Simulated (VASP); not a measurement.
# H8CO6 in VASP: notebook, part 2 of 2

VASP 6.6.1.

## (3) Single point, r2SCAN

File POSCAR:

```
H8CO6
1.0
    5.5112720000      0.0000000000      0.0000000000
    0.0000000000      5.5112720000      0.0000000000
    0.0000000000      0.0000000000      5.5112720000
O H C
6 8 1
Direct
    0.0796186434      0.7377607202      0.7896180773
    0.4461220568      0.5311659450      0.0952593158
    0.5644794886      0.9795742253      0.8310422712
    0.7929022556      0.4310257233      0.4795444681
    0.1244721727      0.0074211543      0.3019448142
   -0.0094533531      0.2693752005      0.0008890869
   -0.0148967425      0.6417937638      0.6849961316
    0.2210741912      0.7960231322      0.7074954747
    0.2950861435      0.5785778673      0.0289769766
    0.4889796766      0.3784062917      0.0137173415
    0.7442927876      0.9820600399      0.8261432207
    0.5385326654      0.8647368520      0.9569660144
    0.7678989533      0.3080232658      0.5977930322
    0.6596480812      0.4629602749      0.3797489944
    0.0558310314      0.1415462710      0.1523060375
```

File INCAR.step1:

```
SYSTEM = H8CO6
PREC = Accurate
ENCUT = 520
ISMEAR = -1
SIGMA = 0.05
LREAL = Auto
LASPH = .True.
NELM = 60
NBANDS = 37
GGA = PE
ALGO = Normal
EDIFF = 1E-4
LWAVE = .True.
LCHARG = .False.
```

File INCAR.step2:

```
SYSTEM = H8CO6
PREC = Accurate
ENCUT = 520
EDIFF = 1E-7
ISMEAR = -1
SIGMA = 0.05
LREAL = Auto
LASPH = .True.
NELM = 60
ALGO = Normal
ISIF = 2
LWAVE = .False.
LCHARG = .False.
METAGGA = R2SCAN
LMIXTAU = .True.
NBANDS = 37
ISTART = 1
```

File KPOINTS:

```
regular mesh
0
Gamma
  1 1 1
  0 0 0
```

Potentials or basis: VASP PAW PBE potentials, release 64 (O, H, C).

Run with:

```
$ cat potpaw_PBE.64/O/POTCAR potpaw_PBE.64/H/POTCAR potpaw_PBE.64/C/POTCAR > POTCAR
$ cp INCAR.step1 INCAR
$ mpirun -np 1 vasp_gam > vasp.out
$ cp INCAR.step2 INCAR
$ mpirun -np 1 vasp_gam > vasp.out
```

OUTCAR:

```text
SYSTEM = H8CO6
   PREC = Accurate
   ENCUT = 520
   EDIFF = 1E-7
   ISMEAR = -1
   LREAL = Auto
   LASPH = .True.
   NELM = 60
   ISIF = 2
   METAGGA = R2SCAN
   ISTART = 1

 ion  position               nearest neighbor table
   1  0.080  0.738  0.790-   7 0.94   8 0.96
   2  0.446  0.531  0.095-   9 0.95  10 0.98
   3  0.564  0.980  0.831-  12 0.95  11 0.99
   4  0.793  0.431  0.480-  14 0.93  13 0.95
   5  0.124  0.007  0.302-  15 1.17
   6  0.991  0.269  0.001-  15 1.15
   7  0.985  0.642  0.685-   1 0.94
   8  0.221  0.796  0.707-   1 0.96
   9  0.295  0.579  0.029-   2 0.95
  10  0.489  0.378  0.014-   2 0.98
  11  0.744  0.982  0.826-   3 0.99
  12  0.539  0.865  0.957-   3 0.95
  13  0.768  0.308  0.598-   4 0.95
  14  0.660  0.463  0.380-   4 0.93
  15  0.056  0.142  0.152-   6 1.15   5 1.17

[... 199 lines left out ...]
      6     -23.1462      2.00000
[... 28 lines left out ...]
     35       8.9212      0.00000
     36       9.1272      0.00000
 [bands above 36 left out]

------------------------ aborting loop because EDIFF is reached ----------------------------------------

  FORCE on cell =-STRESS in cart. coord.  units (eV):
  Direction    XX          YY          ZZ          XY          YZ          ZX
  --------------------------------------------------------------------------------------
  -------------------------------------------------------------------------------------
  Total        1.4224120      0.9850503      2.7931722      0.8680224     -2.0732290      1.4626924
  in kB       13.6138341      9.4278673     26.7333111      8.3077993    -19.8427711     13.9993554
  external PRESSURE =      16.5916708 kB  Pullay stress =       0.0000000 kB

 VOLUME and BASIS-vectors are now :
 -----------------------------------------------------------------------------
  energy-cutoff  :      520.00
  volume of cell :      167.40
      direct lattice vectors                 reciprocal lattice vectors
     5.511272000  0.000000000  0.000000000     0.181446316  0.000000000  0.000000000
     0.000000000  5.511272000  0.000000000     0.000000000  0.181446316  0.000000000
     0.000000000  0.000000000  5.511272000     0.000000000  0.000000000  0.181446316

 POSITION                                       TOTAL-FORCE (eV/Angst)
 -----------------------------------------------------------------------------------
      0.43880      4.06600      4.35180         0.660492      0.981475      1.733604
      2.45870      2.92740      0.52500         1.666047     -0.999982      0.515552
      3.11100      5.39870      4.58010         1.319777      1.092136     -0.533429
      4.36990      2.37550      2.64290         2.421876      0.370599      0.849467
      0.68600      0.04090      1.66410        -0.069047      0.308650     -0.188849
      5.45917      1.48460      0.00490        -0.739027      1.095750     -1.486031
      5.42917      3.53710      3.77520        -0.818855     -0.926352     -1.374973
      1.21840      4.38710      3.89920         0.170959      0.131289     -0.550417
      1.62630      3.18870      0.15970        -1.485181      0.345319     -0.628517
      2.69490      2.08550      0.07560        -0.124745      0.592101      0.111793
      4.10200      5.41240      4.55310        -0.960475     -0.173857     -0.251742
      2.96800      4.76580      5.27410        -0.311197     -1.004110      0.808923
      4.23210      1.69760      3.29460        -0.713585     -0.415305      0.132371
      3.63550      2.55150      2.09290        -1.824808      0.151152     -0.847969
      0.30770      0.78010      0.83940         0.807768     -1.548866      1.710218
 -----------------------------------------------------------------------------------
    total drift:                               -0.001390      0.002497     -0.000647

  FREE ENERGIE OF THE ION-ELECTRON SYSTEM (eV)
  ---------------------------------------------------
  free  energy   TOTEN  =       -88.3852574698 eV

  energy  without entropy=      -88.3852574698  energy(sigma->0) =      -88.38525747
```

OUTCAR.step1:

```text
SYSTEM = H8CO6
   PREC = Accurate
   ENCUT = 520
   ISMEAR = -1
   LREAL = Auto
   LASPH = .True.
[... 286 lines left out ...]
      4.23210      1.69760      3.29460        -0.764146     -0.665246      0.374602
      3.63550      2.55150      2.09290        -2.150024      0.244960     -1.091813
      0.30770      0.78010      0.83940         0.793865     -1.526658      1.758076
 -----------------------------------------------------------------------------------
    total drift:                                0.001709      0.005446     -0.005052

  FREE ENERGIE OF THE ION-ELECTRON SYSTEM (eV)
  ---------------------------------------------------
  free  energy   TOTEN  =       -80.8850118921 eV

  energy  without entropy=      -80.8850118920  energy(sigma->0) =      -80.88501189
```

Wall time 1.9 min (1 thread of Intel Xeon 8259CL, shared host); peak memory 0.26 GiB.

What came out:

```
Free energy   : -88.3853 eV
Pressure      : 1.7 GPa
Largest force : 2.593 eV/Å
```

Forces on the atoms (eV/Å):
```
O    0.660  0.981  1.734
O    1.666 -1.000  0.516
O    1.320  1.092 -0.533
O    2.422  0.371  0.849
O   -0.069  0.309 -0.189
O   -0.739  1.096 -1.486
H   -0.819 -0.926 -1.375
H    0.171  0.131 -0.550
H   -1.485  0.345 -0.629
H   -0.125  0.592  0.112
H   -0.960 -0.174 -0.252
H   -0.311 -1.004  0.809
H   -0.714 -0.415  0.132
H   -1.825  0.151 -0.848
C    0.808 -1.549  1.710
```

Levels at points of the mesh, in eV from the Fermi level:
```tsv
k point	band 20	band 21	band 22	band 23	band 24	band 25	band 26	band 27	band 28	band 29
(0.00, 0.00, 0.00)	-2.69	-1.84	-1.50	-1.41	-1.21	4.53	6.42	6.64	8.91	9.06
```

Caveat: the k points lie up to 1.14 Å⁻¹ apart, too coarse for converged energies, forces and pressures; the PAW data sets were made with another functional, which shifts forces and pressure a little.

## (4) Single point, r2SCAN

File POSCAR:

```
H8CO6
1.0
    5.5112720000      0.0000000000      0.0000000000
    0.0000000000      5.5112720000      0.0000000000
    0.0000000000      0.0000000000      5.5112720000
O H C
6 8 1
Direct
    0.0733950348      0.7354744966      0.7938820657
    0.4440535688      0.5205331909      0.0946605430
    0.5553708835      0.9827495359      0.8343990280
    0.7964948926      0.4216449488      0.4643755561
    0.1104100832     -0.0000907232      0.3003843759
   -0.0088908695      0.2685405474      0.0009616655
   -0.0330776634      0.6328303158      0.6980965556
    0.1802850594      0.8144943672      0.6782644732
    0.2901326590      0.5699228781      0.0289588320
    0.5149083551      0.3970952622     -0.0136810522
    0.7383232038      0.9641694331      0.8156011897
    0.5388774134      0.8512191015      0.9481295788
    0.7355470752      0.2932535357      0.5650238275
    0.6591037423      0.4982515833      0.3840311275
    0.0509501255      0.1424535026      0.1543563809
```

File INCAR.step1:

```
SYSTEM = H8CO6
PREC = Accurate ; ENCUT = 520
ISMEAR = -1 ; SIGMA = 0.05
LREAL = Auto ; LASPH = .TRUE.
NELM = 100 ; NBANDS = 37
GGA = PE ; ALGO = Normal
EDIFF = 1E-4 ; LWAVE = .TRUE.
LCHARG = .FALSE.
```

File INCAR.step2:

```
SYSTEM = H8CO6
PREC = Accurate ; ENCUT = 520
EDIFF = 1E-6 ; ISMEAR = -1
SIGMA = 0.05 ; LREAL = Auto
LASPH = .TRUE. ; NELM = 100
ALGO = Normal ; ISIF = 2
LWAVE = .FALSE. ; LCHARG = .FALSE.
METAGGA = R2SCAN ; LMIXTAU = .TRUE.
NBANDS = 37 ; ISTART = 1
```

File KPOINTS:

```
Automatic mesh
0
G
  1 1 1
  0 0 0
```

Run with:

```
$ cat potpaw_PBE.64/O/POTCAR potpaw_PBE.64/H/POTCAR potpaw_PBE.64/C/POTCAR > POTCAR
$ cp INCAR.step1 INCAR
$ mpirun -np 1 vasp_gam > vasp.out
$ cp INCAR.step2 INCAR
$ mpirun -np 1 vasp_gam > vasp.out
```

Wall time 2.3 min (1 thread of Intel Xeon 8259CL, shared host); peak memory 0.26 GiB.

The run converged. Its results:

```yaml
Free_energy: -88.4771 eV
Pressure: -0.3 GPa
Largest_force: 2.986 eV/Å
```

Forces in eV/Å, atoms in the order of the input:
```
O    0.089  0.293 -0.046
O    1.191 -0.374  0.104
O    2.559  0.141 -0.355
O    0.267  0.452  0.235
O    0.004  0.432  0.007
O   -0.770  1.609 -1.900
H    0.021 -0.219 -0.284
H   -0.152 -0.098  0.151
H   -0.546  0.063 -0.523
H   -0.560  0.453  0.455
H   -1.720  0.412 -0.180
H   -0.722 -0.564  0.497
H   -0.349 -0.123  0.054
H   -0.089 -0.292 -0.098
C    0.776 -2.185  1.881
```

Stress tensor (GPa, compression positive):
```
-2.04  0.99  0.63
 0.99  0.03 -1.94
 0.63 -1.94  1.18
```

Levels at points of the mesh, in eV from the Fermi level:
| k point | band 21 | band 22 | band 23 | band 24 | band 25 | band 26 | band 27 | band 28 |
| --- | --- | --- | --- | --- | --- | --- | --- | --- |
| (0.00, 0.00, 0.00) | -1.87 | -1.58 | -1.43 | -1.25 | 4.38 | 6.51 | 6.70 | 8.60 |

Caveat: the k points lie up to 1.14 Å⁻¹ apart, too coarse for converged energies, forces and pressures; the PAW data sets were made with another functional, which shifts forces and pressure a little.

## (5) Single point, r2SCAN

File POSCAR:

```
H8CO6
1.0
    5.5112720000      0.0000000000      0.0000000000
    0.0000000000      5.5112720000      0.0000000000
    0.0000000000      0.0000000000      5.5112720000
O H C
6 8 1
Direct
    0.0771146842      0.7307387478      0.7839569522
    0.4409326921      0.5157067189      0.1077972562
    0.5583647477      0.9856163877      0.8443241415
    0.7889285813      0.4163104271      0.4621982003
    0.0956222084     -0.0056792697      0.3057188976
   -0.0036289263      0.2653833815     -0.0025039592
    0.0061510301      0.6069197819      0.6770306383
    0.1578582948      0.8348163546      0.6657265328
    0.2907495765      0.5525766103      0.0180176192
    0.5013361707      0.3667211489      0.0177091604
    0.7178197701      0.9202412801      0.8062022705
    0.4790182738      0.8353062596      0.8909558447
    0.6808591556      0.3076240839      0.5481493202
    0.6614988337      0.4989410793      0.3628381978
    0.0429301983      0.1316393021      0.1553906249
```

File INCAR.step1:

```
SYSTEM = H8CO6
PREC = Accurate
ENCUT = 520
ISMEAR = -1
SIGMA = 0.05
LREAL = Auto
LASPH = .True.
NELM = 60
NBANDS = 37
GGA = PE
ALGO = Normal
EDIFF = 1E-4
LWAVE = .True.
LCHARG = .False.
```

File INCAR.step2:

```
SYSTEM = H8CO6
PREC = Accurate
ENCUT = 520
EDIFF = 1E-6
ISMEAR = -1
SIGMA = 0.05
LREAL = Auto
LASPH = .True.
NELM = 60
ALGO = Normal
ISIF = 2
LWAVE = .False.
LCHARG = .True.
METAGGA = R2SCAN
LMIXTAU = .True.
LELF = .True.
LVHAR = .True.
NBANDS = 37
ISTART = 1
```

File KPOINTS:

```
regular mesh
0
Gamma
  1 1 1
  0 0 0
```

Run with:

```
$ cat potpaw_PBE.64/O/POTCAR potpaw_PBE.64/H/POTCAR potpaw_PBE.64/C/POTCAR > POTCAR
$ cp INCAR.step1 INCAR
$ mpirun -np 1 vasp_gam > vasp.out
$ cp INCAR.step2 INCAR
$ mpirun -np 1 vasp_gam > vasp.out
```

Run time: 1.7 min. Hardware: 1 thread of Intel Xeon 8259CL, shared host; peak memory 0.26 GiB.

It converged, with:

* Free energy: -88.5076 eV
* Pressure: -1.6 GPa
* Largest force: 2.101 eV/Å

Forces in eV/Å, atoms in the order of the input:
```
O    0.170 -0.079 -0.857
O    0.246 -1.495 -1.455
O    0.219 -0.290 -0.203
O   -1.429  0.500 -0.323
O    0.177 -0.435  0.583
O   -0.081 -0.221  0.048
H   -0.226  0.036  0.316
H   -0.136 -0.053  0.374
H    0.189  0.133  0.405
H   -0.406  1.330  0.956
H    0.202  0.352  0.035
H   -0.188  0.194  0.258
H    0.396 -0.347  0.417
H    1.027 -0.130  0.144
C   -0.159  0.506 -0.699
```

Stress tensor (GPa, compression positive):
```
-1.70  1.32 -0.43
 1.32 -1.93 -1.46
-0.43 -1.46 -1.23
```

Levels at points of the mesh, in eV from the Fermi level:
```csv
k point,band 21,band 22,band 23,band 24,band 25,band 26,band 27,band 28
"(0.00, 0.00, 0.00)",-1.77,-1.59,-1.45,-1.24,4.38,6.40,6.60,8.61
```

Caveat: the k points lie up to 1.14 Å⁻¹ apart, too coarse for converged energies, forces and pressures; the PAW data sets were made with another functional, which shifts forces and pressure a little.

## (6) The runs side by side

| cell | pressure (GPa) | largest force (eV/Å) |
| --- | --- | --- |
| as given, atomic positions A | -0.3 | 0.84 |
| as given, atomic positions B | 1.7 | 2.59 |
| as given, atomic positions C | -0.3 | 2.99 |
| as given, atomic positions D | -1.6 | 2.10 |

Alike in all rows: task single point; level r2SCAN; potentials or basis VASP PAW PBE potentials, release 64 (O, H, C); no spin polarisation; k mesh 1 × 1 × 1; cutoff (eV) 520; smearing fermi-dirac 0.05 eV.

Caveats: all runs use coarse meshes; the PAW data sets were made with another functional, which shifts forces and pressure a little.

Total energies depend on the potentials used, so only differences within one code and one set of settings carry meaning.
